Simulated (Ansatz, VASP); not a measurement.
This is a calculation of Al2Cu for Ansatz 0.2.0.

File input.yaml:

```yaml
crystal:
  lattice:
    - [-2.9715744608, 2.9715744608, 2.3887207261]
    - [2.9715744608, -2.9715744608, 2.3887207261]
    - [2.9715744608, 2.9715744608, -2.3887207261]
  atoms:
    - { symbol: Cu, position: [0.25, 0.25, 0.0] }
    - { symbol: Cu, position: [0.75, 0.75, 0.0] }
    - { symbol: Al, position: [0.3419, 0.1581, 0.5] }
    - { symbol: Al, position: [0.8419, 0.3419, 0.1838] }
    - { symbol: Al, position: [0.6581, 0.8419, 0.5] }
    - { symbol: Al, position: [0.1581, 0.6581, 0.8162] }
hamiltonian:
  xc: pbe
  pseudopotentials: { kind: paw }
kpoints:
  mp_grid: { grid: [7, 7, 7] }
scf:
  occupations: { method: fermi_dirac, width: 0.05 }
output:
  forces: true
  stress: true
  eigenvalues: true
```

Potentials or basis: Ansatz PAW.

Run with:

```bash
$ ansatz run input.yaml --threads 1 --pin off --max-ram 3584MiB --backend cpu --events-out ev --progress --plain --runs-dir out
```

Set up the same calculation for VASP 6.6.1. Potentials there: VASP PAW PBE potentials, release 64 (Cu, Al).

As run (the cutoff follows the program's own potentials):

File INCAR:

```
SYSTEM = Al2Cu
PREC     = Accurate       ! precision mode
ENCUT    = 520            ! plane-wave cutoff, eV
EDIFF    = 1E-7           ! SCF threshold, eV
ISMEAR   = -1             ! smearing method
SIGMA    = 0.05           ! smearing width, eV
LREAL    = .FALSE.        ! projectors in reciprocal space
LASPH    = .TRUE.         ! aspherical terms in the spheres
NELM     = 60             ! most SCF steps
ALGO     = Normal         ! electronic algorithm
ISIF     = 2              ! what is computed and relaxed
LWAVE    = .FALSE.        ! write WAVECAR
LCHARG   = .FALSE.        ! write CHGCAR
GGA      = PE             ! functional
NBANDS   = 26             ! bands
```

The input KPOINTS:

```
Automatic mesh
0
G
  7 7 7
  0 0 0
```

POSCAR

```
Al2Cu
1.0
   -2.9715744608      2.9715744608      2.3887207261
    2.9715744608     -2.9715744608      2.3887207261
    2.9715744608      2.9715744608     -2.3887207261
Cu Al
2 4
Direct
    0.2500000000      0.2500000000      0.0000000000
    0.7500000000      0.7500000000      0.0000000000
    0.3419000000      0.1581000000      0.5000000000
    0.8419000000      0.3419000000      0.1838000000
    0.6581000000      0.8419000000      0.5000000000
    0.1581000000      0.6581000000      0.8162000000
```

Potentials or basis: VASP PAW PBE potentials, release 64 (Cu, Al).

Command:

```bash
$ cat potpaw_PBE.64/Cu/POTCAR potpaw_PBE.64/Al/POTCAR > POTCAR
$ mpirun -np 1 vasp_std > vasp.out
```

Both were run:

|  | VASP | Ansatz | Ansatz less VASP |
| --- | --- | --- | --- |
| gap on the k mesh at the Fermi level (eV) | none | none | - |
| pressure (GPa) | 6.9 | 6.8 | -0.11 |
| traceless stress, the component that is largest in VASP (GPa) | 0.63 | 0.64 | +0.007 |
| rms of the force components (eV/Å) | 0.018 | 0.016 | -0.0015 |

Atom by atom the forces differ by 0.002 eV/Å (rms over components). A gap of «none» marks a metal or a gap that the smearing closes. VASP's potentials hold 34 valence electrons a cell and Ansatz's 50, so a difference there can come from the potentials and not from the codes.
